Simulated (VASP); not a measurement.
BeZn3Se4:

```
CELL_PARAMETERS angstrom
3.87242 0.00000 0.00000
0.00000 7.74485 0.00000
0.00000 0.00000 5.47644
ATOMIC_POSITIONS crystal
Be 0.50000 0.00000 0.50000
Zn 0.00000 0.75000 0.00000
Zn 0.00000 0.25000 0.00000
Zn 0.50000 0.50000 0.50000
Se 0.50000 0.75000 0.75000
Se 0.00000 0.00000 0.25000
Se 0.50000 0.25000 0.75000
Se 0.00000 0.50000 0.25000
```

| Quantity | Value |
| --- | --- |
| Program | VASP 6.6.1 |
| Task | relaxation of cell and atoms |
| Functional | PBE |
| Potentials or basis | VASP PAW PBE potentials, release 64 (Be, Zn, Se) |
| Cutoff | 600 eV |
| k mesh | 4 × 2 × 4 |
| Occupations | gaussian, width 0.1 eV |
| Spin | no spin polarisation |

At the start: pressure 6.0 GPa; volume 20.53 Å³/atom.

Question: How do energy, volume and symmetry change on relaxing?

Answer: Over 15 steps the energy falls by 77.5 meV/atom and the volume is 21.96 Å³/atom (+7.0 %); space group Pmm2 (No. 25, to 0.1 Å) before and after.

The path:
```
step  energy change (eV)  largest force (eV/Å)  pressure (GPa)  volume (Å³)
   1              0.0000                1.7771            6.05       164.25
   2             -0.4470                0.6483           -2.04       183.36
   3             -0.4529                0.7516           -1.31       181.10
   4             -0.5448                0.4392           -0.68       178.55
   5             -0.5890                0.3397            0.25       175.33
   6             -0.6044                0.2247            0.00       175.85
   7             -0.6124                0.0959           -0.31       176.58
   8             -0.6160                0.1056            0.21       175.06
   9             -0.6161                0.1038            0.16       175.20
  10             -0.6177                0.0757            0.05       175.61
  11             -0.6182                0.1007           -0.12       176.17
  12             -0.6191                0.0709           -0.05       175.97
  13             -0.6193                0.0561           -0.03       175.88
  14             -0.6193                0.0517           -0.03       175.85
  15             -0.6197                0.0160            0.03       175.70
```

Final structure:
```
Be Zn Se
1.0
     3.96244    0.00000    0.00000
     0.00000    7.94398    0.00000
     0.00000    0.00000    5.58188
Be Zn Se
1 3 4
Direct
  0.50000 0.00000 0.50537
  0.00000 0.76255 0.00071
  0.00000 0.23745 0.00071
  0.50000 0.50000 0.49775
  0.50000 0.76665 0.73550
  0.00000 0.00000 0.28779
  0.50000 0.23335 0.73550
  0.00000 0.50000 0.23668
```
